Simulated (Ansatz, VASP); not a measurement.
## ZrC: VASP beside Ansatz

```
Zr C
1.0
     3.39148    0.00000    0.00000
    -1.69574    2.93710    0.00000
     0.00000    0.00000    5.29005
Zr C
2 2
Direct
  0.33333 0.66667 0.25000
  0.66667 0.33333 0.75000
  0.00000 0.00000 0.00000
  0.00000 0.00000 0.50000
```

Alike in both runs: task single point; functional PBE; k mesh 6 × 6 × 4; occupations gaussian, width 0.1 eV; no spin polarisation.

|  | VASP | Ansatz |
| --- | --- | --- |
| version | VASP 6.6.1 | Ansatz 0.2.0 |
| potentials or method | VASP PAW PBE potentials, release 64 (Zr_sv, C), cutoff 520 eV | scalar-relativistic, plane waves, PAW |
| valence electrons in the cell | 32 | 32 |

Ansatz gave:

| Item | Value |
| --- | --- |
| gap on the k mesh at the Fermi level (eV) | none |
| pressure (GPa) | -2.2 |
| traceless stress, the component that is largest in VASP (GPa) | 2.56 |

What did VASP give for the same quantities?

gap on the k mesh at the Fermi level (eV): none; pressure (GPa): -2.0; traceless stress, the component that is largest in VASP (GPa): 2.55.

A gap of «none» marks a metal or a gap that the smearing closes. The functional is the same, so the differences come from potentials, cutoffs and numerics.
